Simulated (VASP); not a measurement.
Runs of VASP 6.6.1 on Be. The structure is that of space group P6_3/mmc (No. 194), or close to it. The cells are those of the table. 

```tsv
task	cell	k mesh	cutoff (eV)	smearing	gap on the mesh (eV)	pressure (GPa)
single point	a = 2.158, b = 2.158, c = 3.422 Å, angles 90.0, 90.0, 120.0°, 2 atoms	21 × 21 × 12	520	fermi-dirac 0.1 eV	none	21.5
relaxation of cell and atoms	relaxed to 21.2 GPa from a = 2.285, b = 2.285, c = 3.584 Å, angles 90.0, 90.0, 120.0°, 2 atoms	9 × 9 × 6	600	gaussian 0.1 eV	none	20.7
single point	a = 2.338, b = 2.338, c = 3.673 Å, angles 90.0, 90.0, 120.0°, 2 atoms	21 × 21 × 12	520	gaussian 0.1 eV	none	(b)
single point	a = 1.975, b = 1.975, c = 3.147 Å, angles 90.0, 90.0, 120.0°, 2 atoms	12 × 12 × 6	520	gaussian 0.1 eV	none	95.4
single point	a = 1.976, b = 1.976, c = 3.142 Å, angles 90.0, 90.0, 120.0°, 2 atoms	9 × 9 × 6	520	gaussian 0.1 eV	none	95.6
single point	a = 2.165, b = 2.165, c = 3.401 Å, angles 90.0, 90.0, 120.0°, 2 atoms	9 × 9 × 6	520	gaussian 0.1 eV	none	(a)
single point	a = 1.973, b = 1.973, c = 3.153 Å, angles 90.0, 90.0, 120.0°, 2 atoms	24 × 24 × 14	520	fermi-dirac 0.1 eV	none	95.3
relaxation of cell and atoms	relaxed to 94.7 GPa from a = 1.976, b = 1.976, c = 3.142 Å, angles 90.0, 90.0, 120.0°, 2 atoms	12 × 12 × 6	600	gaussian 0.1 eV	none	94.5
relaxation of cell and atoms	relaxed to 21.2 GPa from a = 2.160, b = 2.160, c = 3.417 Å, angles 90.0, 90.0, 120.0°, 2 atoms	21 × 21 × 12	600	fermi-dirac 0.1 eV	none	21.2
relaxation of cell and atoms	relaxed to 94.7 GPa from a = 1.975, b = 1.975, c = 3.147 Å, angles 90.0, 90.0, 120.0°, 2 atoms	24 × 24 × 14	600	fermi-dirac 0.1 eV	none	94.7
single point	a = 2.189, b = 2.189, c = 3.467 Å, angles 90.0, 90.0, 120.0°, 2 atoms	21 × 21 × 12	520	gaussian 0.1 eV	none	13.9
relaxation of cell and atoms	relaxed to 94.7 GPa from a = 2.285, b = 2.285, c = 3.584 Å, angles 90.0, 90.0, 120.0°, 2 atoms	9 × 9 × 6	600	gaussian 0.1 eV	none	96.0
```

Alike in all rows: level r2SCAN; potentials or basis VASP PAW PBE potentials, release 64 (Be); no spin polarisation.

**Question.** Fill in the values left out.

**Answer.** (a) 21.4; (b) -10.0.

Caveats: some runs use coarse meshes; the PAW data sets were made with another functional, which shifts forces and pressure a little; the cell is relaxed towards a set pressure, so the run minimises the enthalpy, not the energy (at least some runs); the cell stands under pressure (at least some runs); the cell stands under tension (at least some runs).

A gap of «none» marks levels without a gap at the run's occupations.
